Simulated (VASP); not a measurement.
# Li in VASP: a series of runs

Li is run at these levels: PBE; tasks: electric field gradients.

All numbers are computed with VASP 6.6.1; they aren't measurements. Logs are shortened: lines on timing, memory, paths and dates and some standing lists are left out, and cuts for length are marked.

### 1 The cell of the first run

Symmetry: Im-3m, No. 229, cubic system. The conventional cell has a = 3.523 Å, b = 3.523 Å, c = 3.523 Å, α = 90.00°, β = 90.00°, γ = 90.00°. Within 4.0 Å of Li (site symmetry m-3m) lie 14 Li at 3.05 to 3.52 Å.

### 2 Electric field gradients, PBE (21.87 Å³/atom)

Contents of INCAR:

```
ALGO     = Normal         # electronic algorithm
EDIFF    = 1E-8           # SCF threshold, eV
ENCUT    = 520            # plane-wave cutoff, eV
GGA      = PE             # functional
ISIF     = 2              # what is computed and relaxed
ISMEAR   = -1             # smearing method
LASPH    = T              # aspherical terms in the spheres
LCHARG   = F              # write CHGCAR
LEFG     = T            
LREAL    = F              # projectors in reciprocal space
LWAVE    = F              # write WAVECAR
NBANDS   = 8              # bands
NELM     = 100            # most SCF steps
PREC     = Accurate       # precision mode
SIGMA    = 0.08           # smearing width, eV
```

Contents of KPOINTS:

```
k-points
0
Gamma
  15 15 15
```

Contents of POSCAR:

```
Li
1.0
   -1.7615897417      1.7615897417      1.7615897417
    1.7615897417     -1.7615897417      1.7615897417
    1.7615897417      1.7615897417     -1.7615897417
Li
1
Direct
    0.0000000000      0.0000000000      0.0000000000
```

Potentials or basis: VASP PAW PBE potentials, release 64 (Li_sv).

The run is started by

```
cat potpaw_PBE.64/Li_sv/POTCAR > POTCAR
mpirun -np 1 vasp_std > vasp.out
```

OUTCAR:

```text
EDIFF = 1E-8
   ENCUT = 520
   GGA = PE
   ISIF = 2
   ISMEAR = -1
   LASPH = T
   LREAL = F
   NELM = 100
   PREC = Accurate

 ion  position               nearest neighbor table
   1  0.000  0.000  0.000-

  LATTYP: Found a body centered cubic cell.
 ALAT       =     3.5231794834

  Lattice vectors:

 A1 = (  -1.7615897417,   1.7615897417,   1.7615897417)
 A2 = (   1.7615897417,  -1.7615897417,   1.7615897417)
 A3 = (   1.7615897417,   1.7615897417,  -1.7615897417)

Analysis of symmetry for initial positions (statically):
=====================================================================
 Subroutine PRICEL returns:
 Original cell was already a primitive cell.

 Routine SETGRP: Setting up the symmetry group for a
 body centered cubic supercell.

 Subroutine GETGRP returns: Found 48 space group operations
 (whereof 48 operations were pure point group operations)
 out of a pool of 48 trial point group operations.

The static configuration has the point symmetry O_h .

Analysis of symmetry for dynamics (positions and initial velocities):
=====================================================================
 Subroutine PRICEL returns:
 Original cell was already a primitive cell.

 Routine SETGRP: Setting up the symmetry group for a
 body centered cubic supercell.

 Subroutine GETGRP returns: Found 48 space group operations
 (whereof 48 operations were pure point group operations)
 out of a pool of 48 trial point group operations.

The dynamic configuration has the point symmetry O_h .

 Subroutine INISYM returns: Found 48 space group operations
 (whereof 48 operations are pure point group operations),
 and found     1 'primitive' translations

----------------------------------------------------------------------------------------

                                     Primitive cell

  volume of cell :      21.8662

  direct lattice vectors                    reciprocal lattice vectors
    -1.761589742  1.761589742  1.761589742     0.000000000  0.283834532  0.283834532
     1.761589742 -1.761589742  1.761589742     0.283834532  0.000000000  0.283834532
     1.761589742  1.761589742 -1.761589742     0.283834532  0.283834532  0.000000000

  length of vectors
     3.051162935  3.051162935  3.051162935     0.401402645  0.401402645  0.401402645

  position of ions in fractional coordinates (direct lattice)
     0.000000000  0.000000000  0.000000000

  ion indices of the primitive-cell ions
   primitive index   ion index
                 1           1

----------------------------------------------------------------------------------------

 KPOINTS: k-points

Automatic generation of k-mesh.
 Grid dimensions read from file:
 generate k-points for:   15   15   15

 Generating k-lattice:

  Cartesian coordinates                     Fractional coordinates (reciprocal lattice)
     0.000000000  0.018922302  0.018922302     0.066666667  0.000000000  0.000000000
     0.018922302  0.000000000  0.018922302     0.000000000  0.066666667  0.000000000
     0.018922302  0.018922302  0.000000000     0.000000000  0.000000000  0.066666667

  Length of vectors
     0.026760176  0.026760176  0.026760176

  Shift w.r.t. Gamma in fractional coordinates (k-lattice)
     0.000000000  0.000000000  0.000000000

 Subroutine IBZKPT returns following result:
 ===========================================

 Found    120 irreducible k-points:

 Following reciprocal coordinates:
            Coordinates               Weight
  0.000000  0.000000  0.000000      1.000000
  0.066667  0.000000  0.000000     12.000000
  0.133333  0.000000  0.000000     12.000000
  0.200000  0.000000  0.000000     12.000000
  0.266667  0.000000  0.000000     12.000000
  0.333333  0.000000  0.000000     12.000000
[... 16 lines left out ...]
  0.333333  0.200000  0.000000     48.000000
  0.400000  0.200000  0.000000     24.000000
 [... further k-points ...]
   k-points           NKPTS =    120   k-points in BZ     NKDIM =    120   number of bands    NBANDS=      8
   number of dos      NEDOS =    301   number of ions     NIONS =      1
   total plane-waves  NPLWV =  13824
   dimension x,y,z NGX =    24 NGY =   24 NGZ =   24
   dimension x,y,z NGXF=    48 NGYF=   48 NGZF=   48
   ions per type =               1
   NGX,Y,Z   is equivalent  to a cutoff of  13.08, 13.08, 13.08 a.u.
   NGXF,Y,Z  is equivalent  to a cutoff of  26.15, 26.15, 26.15 a.u.
 SYSTEM =  unknown system
   PREC   = accura    normal or accurate (medium, high low for compatibility)
   ISTART =      0    job   : 0-new  1-cont  2-samecut
   ICHARG =      2    charge: 1-file 2-atom 10-const
   ISPIN  =      1    spin polarized calculation?
   LNONCOLLINEAR =      F non collinear calculations
   LSORBIT =      F    spin-orbit coupling
   LASPH  =      T    aspherical Exc in radial PAW
   ENCUT  =  520.0 eV  38.22 Ry    6.18 a.u.   5.67  5.67  5.67*2*pi/ulx,y,z
   NELM   =    100;   NELMIN=  2; NELMDL= -5     # of ELM steps
   EDIFF  = 0.1E-07   stopping-criterion for ELM
   LREAL  =      F    real-space projection
   EDIFFG = 0.1E-06   stopping-criterion for IOM
   NSW    =      0    number of steps for IOM
   IBRION =     -1    ionic relax: 0-MD 1-quasi-New 2-CG
   NFREE  =      0    steps in history (QN), initial steepest desc. (CG)
   ISIF   =      2    stress and relaxation
   ISYM   =      2    0-nonsym 1-usesym 2-fastsym
   POTIM  = 0.5000    time-step for ionic-motion
   TEBEG  =    0.0;   TEEND  =   0.0 temperature during run
   PSTRESS=    0.0 pullay stress
   NELECT =       3.0000    total number of electrons
   NUPDOWN=      -1.0000    fix difference up-down
   EMIN   =  10.00;   EMAX   =-10.00  energy-range for DOS
   EFERMI =   0.00;   METHOD = LEGACY
   ISMEAR =    -1;   SIGMA  =   0.08  broadening in eV -4-tet -1-fermi 0-gaus
   EFERMI_NEDOS =   21; number of points for ismear=-14 and -15
   IALGO  =     38    algorithm
   IMIX   =      4    mixing-type and parameters
     AMIX     =   0.40;   BMIX     =  1.00
     AMIX_MAG =   1.60;   BMIX_MAG =  1.00
  volume/ion in A,a.u.               =      21.87       147.56
  Fermi-wavevector in a.u.,A,eV,Ry     =   0.844353  1.595595  9.700018  0.712931
  Thomas-Fermi vector in A             =   1.959367
   LORBIT       =      0    0 simple, 1 ext, 2 COOP (PROOUT), +10 PAW based schemes
   GGA     = PE    functional components
   LHFCALC =     F    Hartree Fock is set to
   AEXX    =    0.0000 exact exchange contribution
   IVDW    =     0    specifies the selected vdW correction
   LEPSILON=     F    determine dielectric tensor
   LRPA    =     F    only Hartree local field effects (RPA)
 non-spin polarized calculation
  energy-cutoff  :      520.00
  volume of cell :       21.87
 maximum number of plane-waves:       603
   NGX = 11   NGY = 11   NGZ = 11

 number of electron       2.9999993 magnetization

 Free energy of the ion-electron system (eV)
  ---------------------------------------------------
  ext. energy  EPLUGINS =         0.00000000
  ---------------------------------------------------
  free energy    TOTEN  =        -1.90456844 eV

  energy without entropy =       -1.89346253  energy(sigma->0) =       -1.89901548

 E-fermi :   0.4474     XC(G=0):  -6.8624

 val. band max:        0.3817593724   @ k =  -0.3333   0.3333   0.2667
 cond. band min:       0.4645584037   @ k =   0.2000   0.2000   0.1333
 fundamental gap:      0.0827990313
 Fermi energy:         0.4473954444

 k-point     1 :       0.0000    0.0000    0.0000
  band No.  band energies     occupation
      1     -46.2408      2.00000
      2      -3.0396      2.00000
      3      14.2518      0.00000
      4      14.2518      0.00000
      5      14.2519      0.00000
      6      18.8712      0.00000
      7      18.8712      0.00000
      8      18.8712      0.00000

 k-point     2 :       0.0667    0.0000    0.0000
  band No.  band energies     occupation
      1     -46.2402      2.00000
      2      -2.9577      2.00000
      3      13.7137      0.00000
      4      13.8571      0.00000
      5      14.1157      0.00000
      6      17.6844      0.00000
      7      17.8764      0.00000
      8      19.0782      0.00000
[... 221 lines left out ...]
 k-point    23 :       0.3333    0.2000    0.0000
  band No.  band energies     occupation
      1     -46.2259      2.00000
      2       0.8505      0.01289
      3       4.2017      0.00000
      4       7.4429      0.00000
      5      10.6496      0.00000
      6      16.7929      0.00000
      7      18.1148      0.00000
      8      20.9678      0.00000

 k-point    24 :       0.4000    0.2000    0.0000
  band No.  band energies     occupation
      1     -46.2254      2.00000
      2       1.3963      0.00001
      3       3.4849      0.00000
      4       7.3335      0.00000
      5      10.5728      0.00000
      6      16.7950      0.00000
      7      18.4558      0.00000
      8      20.5834      0.00000

 [... further k-points ...]

------------------------ aborting loop because EDIFF is reached ----------------------------------------

  FORCE on cell =-STRESS in cart. coord.  units (eV):
  Direction    XX          YY          ZZ          XY          YZ          ZX
  --------------------------------------------------------------------------------------
  -------------------------------------------------------------------------------------
  Total       -0.1341378     -0.1341378     -0.1341378     -0.0000000      0.0000000     -0.0000000
  in kB       -9.8285022     -9.8285022     -9.8285022     -0.0000000      0.0000000     -0.0000000
  external PRESSURE =      -9.8285022 kB  Pullay stress =       0.0000000 kB

 VOLUME and BASIS-vectors are now :
 -----------------------------------------------------------------------------
  energy-cutoff  :      520.00
  volume of cell :       21.87
      direct lattice vectors                 reciprocal lattice vectors
    -1.761589742  1.761589742  1.761589742     0.000000000  0.283834532  0.283834532
     1.761589742 -1.761589742  1.761589742     0.283834532  0.000000000  0.283834532
     1.761589742  1.761589742 -1.761589742     0.283834532  0.283834532  0.000000000

 POSITION                                       TOTAL-FORCE (eV/Angst)
 -----------------------------------------------------------------------------------
      0.00000      0.00000      0.00000        -0.000000      0.000000     -0.000000
 -----------------------------------------------------------------------------------
    total drift:                               -0.000000     -0.000000      0.000000

  FREE ENERGIE OF THE ION-ELECTRON SYSTEM (eV)
  ---------------------------------------------------
  free  energy   TOTEN  =        -1.9045684416 eV

  energy  without entropy=       -1.8934625259  energy(sigma->0) =       -1.89901548

 Electric field gradients (V/A^2)
---------------------------------------------------------------------
 ion       V_xx      V_yy      V_zz      V_xy      V_xz      V_yz
---------------------------------------------------------------------
   1      -0.000    -0.000    -0.000     0.003     0.003     0.003
---------------------------------------------------------------------

 Electric field gradients after diagonalization (V/A^2)
 (convention: |V_zz| > |V_xx| > |V_yy|)
----------------------------------------------------------------------
 ion       V_xx      V_yy      V_zz     asymmetry (V_yy - V_xx)/ V_zz
----------------------------------------------------------------------
   1      -0.003    -0.003     0.005       0.000
----------------------------------------------------------------------

           NMR quadrupolar parameters

 Cq : quadrupolar parameter    Cq=e*Q*V_zz/h
 eta: asymmetry parameters     (V_yy - V_xx)/ V_zz
 Q  : nuclear electric quadrupole moment in mb (millibarn)
----------------------------------------------------------------------
 ion       Cq(MHz)       eta       Q (mb)
----------------------------------------------------------------------
   1       0.000       0.000       1.000
----------------------------------------------------------------------
```

Run time: 31 s. Hardware: 1 thread of AMD EPYC 7R13, shared host; peak memory 0.11 GiB.

What came out:

```
Free energy                             : -1.9046 eV
Band gap on the k mesh                  : zero (an odd number of electrons rules out a gap without spin polarisation)
Largest electric field gradient by atom : zero within the noise of the run
```

Levels at points of the mesh, in eV from the Fermi level:
```
           k point  band 1  band 2  band 3  band 4  band 5  band 6
(0.00, 0.00, 0.00)  -46.69   -3.49   13.80   13.80   13.80   18.42
```

Caveat: the cutoff is under 1.25 times the usual one of these potentials, so pressure, stress and relaxed cells hold a basis-set (Pulay) error.

### 3 Electric field gradients, PBE (22.51 Å³/atom)

This run uses another cell than the first one, of 22.51 Å³/atom.

Contents of INCAR:

```
PREC     = Accurate       # precision mode
ENCUT    = 520            # plane-wave cutoff, eV
EDIFF    = 1E-8           # SCF threshold, eV
ISMEAR   = -1             # smearing method
SIGMA    = 0.08           # smearing width, eV
LREAL    = False          # projectors in reciprocal space
LASPH    = True           # aspherical terms in the spheres
NELM     = 100            # most SCF steps
ALGO     = Normal         # electronic algorithm
ISIF     = 2              # what is computed and relaxed
LWAVE    = False          # write WAVECAR
LCHARG   = False          # write CHGCAR
GGA      = PE             # functional
LEFG     = True         
NBANDS   = 8              # bands
```

Contents of KPOINTS:

```
Automatic mesh
0
Gamma
  15 15 15
```

Contents of POSCAR:

```
Li
1.0
   -1.7786936244      1.7786936244      1.7786936244
    1.7786936244     -1.7786936244      1.7786936244
    1.7786936244      1.7786936244     -1.7786936244
Li
1
Direct
    0.0000000000      0.0000000000      0.0000000000
```

Potentials or basis: VASP PAW PBE potentials, release 64 (Li_sv).

The run is started by

```
cat potpaw_PBE.64/Li_sv/POTCAR > POTCAR
mpirun -np 1 vasp_std > vasp.out
```

OUTCAR:

```text
PREC = Accurate
   ENCUT = 520
   EDIFF = 1E-8
   ISMEAR = -1
   LREAL = False
   LASPH = True
   NELM = 100
   ISIF = 2
   GGA = PE

 ion  position               nearest neighbor table
   1  0.000  0.000  0.000-

  LATTYP: Found a body centered cubic cell.
 ALAT       =     3.5573872488

  Lattice vectors:

 A1 = (  -1.7786936244,   1.7786936244,   1.7786936244)
[... 470 lines left out ...]
    total drift:                               -0.000000     -0.000000      0.000000

  FREE ENERGIE OF THE ION-ELECTRON SYSTEM (eV)
  ---------------------------------------------------
  free  energy   TOTEN  =        -1.9004210648 eV

  energy  without entropy=       -1.8892199879  energy(sigma->0) =       -1.89482053

 Electric field gradients (V/A^2)
---------------------------------------------------------------------
 ion       V_xx      V_yy      V_zz      V_xy      V_xz      V_yz
---------------------------------------------------------------------
   1       0.000     0.000     0.000     0.000     0.000     0.000
---------------------------------------------------------------------

 Electric field gradients after diagonalization (V/A^2)
 (convention: |V_zz| > |V_xx| > |V_yy|)
----------------------------------------------------------------------
 ion       V_xx      V_yy      V_zz     asymmetry (V_yy - V_xx)/ V_zz
----------------------------------------------------------------------
   1      -0.000    -0.000     0.000       0.000
----------------------------------------------------------------------

           NMR quadrupolar parameters

 Cq : quadrupolar parameter    Cq=e*Q*V_zz/h
 eta: asymmetry parameters     (V_yy - V_xx)/ V_zz
 Q  : nuclear electric quadrupole moment in mb (millibarn)
----------------------------------------------------------------------
 ion       Cq(MHz)       eta       Q (mb)
----------------------------------------------------------------------
   1       0.000       0.000       1.000
----------------------------------------------------------------------
```

OSZICAR:

```text
N       E                     dE             d eps       ncg     rms          rms(c)
DAV:   1     0.559557297759E-01    0.55956E-01   -0.69484E+02  1936   0.248E+02
DAV:   2    -0.187483905962E+01   -0.19308E+01   -0.19143E+01  2832   0.363E+01
DAV:   3    -0.190167174566E+01   -0.26833E-01   -0.26804E-01  2144   0.342E+00
DAV:   4    -0.190220496204E+01   -0.53322E-03   -0.53320E-03  2872   0.388E-01
DAV:   5    -0.190220691650E+01   -0.19545E-05   -0.19544E-05  2288   0.176E-02    0.280E-01
DAV:   6    -0.190103019042E+01    0.11767E-02   -0.26750E-04  3112   0.747E-02    0.159E-01
DAV:   7    -0.190042296344E+01    0.60723E-03   -0.62793E-04  3144   0.103E-01    0.261E-02
DAV:   8    -0.190042428729E+01   -0.13239E-05   -0.78267E-06  2128   0.201E-02    0.245E-03
DAV:   9    -0.190042211238E+01    0.21749E-05   -0.49707E-07  3400   0.606E-03    0.377E-04
DAV:  10    -0.190042122006E+01    0.89232E-06   -0.30138E-08  2040   0.124E-03    0.155E-04
DAV:  11    -0.190042109451E+01    0.12555E-06   -0.31976E-09  1312   0.488E-04    0.439E-05
DAV:  12    -0.190042106742E+01    0.27093E-07   -0.30598E-10  1080   0.157E-04    0.543E-06
DAV:  13    -0.190042106476E+01    0.26565E-08   -0.62352E-11  1032   0.719E-05
   1 F= -.19004211E+01 E0= -.18948205E+01  d E =-.112011E-01
```

Wall time 42 s (1 thread of AMD EPYC 7R13, shared host); peak memory 0.11 GiB.

What came out:

```yaml
Free_energy: -1.9004 eV
Band_gap_on_the_k_mesh: zero (an odd number of electrons rules out a gap without spin polarisation)
Largest_electric_field_gradient_by_atom: zero within the noise of the run
```

Levels at points of the mesh, in eV from the Fermi level:
| k point | band 1 | band 2 | band 3 | band 4 |
| --- | --- | --- | --- | --- |
| (0.00, 0.00, 0.00) | -46.74 | -3.45 | 13.52 | 13.52 |

Caveat: the cutoff is under 1.25 times the usual one of these potentials, so pressure, stress and relaxed cells hold a basis-set (Pulay) error.

[end of part 1 of 2]
